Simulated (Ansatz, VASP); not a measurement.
**One calculation of Bi2Se3, two programs**

File INCAR:

```
PREC = Accurate
ENCUT = 520
EDIFF = 1E-6
ISMEAR = 0
SIGMA = 0.05
LREAL = F
LASPH = T
NELM = 60
ALGO = Normal
ISIF = 2
LWAVE = F
LCHARG = T
GGA = PE
LELF = T
LVHAR = T
NBANDS = 32
```

File KPOINTS:

```
Automatic mesh
0
Gamma
  6 6 6
```

File POSCAR:

```
Bi2Se3
1.0
    2.0936564891      1.2087731376     10.4340296434
   -2.0936564891      1.2087731376     10.4340296434
    0.0000000000     -2.4175462751     10.4340296434
Bi Se
2 3
Direct
    0.3875149558      0.3977589921      0.4015085696
    0.6124850442      0.6022410079      0.5984914304
    0.0000000000      0.0000000000      0.0000000000
    0.1930620921      0.2285245533      0.2415047150
    0.8069379079      0.7714754467      0.7584952850
```

Input for Ansatz:

```yaml
crystal:
  lattice:
    - [2.0936564891, 1.2087731376, 10.4340296434]
    - [-2.0936564891, 1.2087731376, 10.4340296434]
    - [0.0, -2.4175462751, 10.4340296434]
  atoms:
    - { symbol: Bi, position: [0.3875149558, 0.3977589921, 0.4015085696] }
    - { symbol: Bi, position: [0.6124850442, 0.6022410079, 0.5984914304] }
    - { symbol: Se, position: [0.0, 0.0, 0.0] }
    - { symbol: Se, position: [0.1930620921, 0.2285245533, 0.241504715] }
    - { symbol: Se, position: [0.8069379079, 0.7714754467, 0.758495285] }
basis:
  ecutwfc: 420
kpoints:
  mp_grid: { grid: [6, 6, 6] }
hamiltonian:
  xc: pbe
scf:
  occupations: { method: gaussian, width: 0.05 }
output:
  forces: true
  stress: true
  eigenvalues: true
```

Change from the starting cell: mode 9 (126.3 1/cm) frozen in, largest displacement +0.105 Å.

Alike in both runs: task single point; functional PBE; k mesh 6 × 6 × 6; occupations gaussian, width 0.05 eV; no spin polarisation.

```csv
,VASP,Ansatz
version,VASP 6.6.1,Ansatz 0.2.0
potentials or method,"VASP PAW PBE potentials, release 64 (Bi_d, Se), cutoff 520 eV","scalar-relativistic, plane waves, PAW"
valence electrons in the cell,48,78
```

|  | VASP | Ansatz | Ansatz less VASP |
| --- | --- | --- | --- |
| gap on the k mesh at the Fermi level (eV) | 0.65 | 0.65 | +0.003 |
| least direct gap on the mesh (eV) | 0.71 | 0.71 | 0.000 |
| pressure (GPa) | 0.2 | 0.2 | -0.01 |
| traceless stress, the component that is largest in VASP (GPa) | -1.56 | -1.55 | +0.008 |
| rms of the force components (eV/Å) | 0.247 | 0.244 | -0.0029 |

Atom by atom the forces differ by 0.006 eV/Å (rms over components). VASP's potentials hold 48 valence electrons a cell and Ansatz's 78, so a difference there can come from the potentials and not from the codes.

Spin-orbit coupling is off throughout.
